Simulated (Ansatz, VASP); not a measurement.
## CaO in VASP and in Ansatz

```
Ca O
1.0
     0.00000    2.35683    2.35683
     2.35683    0.00000    2.35683
     2.35683    2.35683    0.00000
Ca O
1 1
Cartesian
  0.0000 0.0000 0.0000
  2.3568 2.3568 2.3568
```

Alike in both runs: functional LDA; k mesh 8 × 8 × 8; occupations gaussian, width 0.1 eV; no spin polarisation.

Ansatz relaxed the structure, and its values are those at the end. VASP's run is a single point on that final structure, the one shown.

```csv
,VASP,Ansatz
version,VASP 6.6.1,Ansatz 0.2.0
potentials or method,"VASP PAW LDA potentials, release 64 (Ca_sv, O_h), cutoff 1340 eV","scalar-relativistic, plane waves, PAW"
valence electrons in the cell,16,16
```

```csv
,VASP,Ansatz,Ansatz less VASP
gap on the k mesh at the Fermi level (eV),3.43,3.45,+0.028
least direct gap on the mesh (eV),3.78,3.81,+0.028
pressure (GPa),0.4,-0.5,-0.89
```

LDA's correlation is that of Perdew and Zunger in VASP and of Perdew and Wang (1992) in Ansatz.
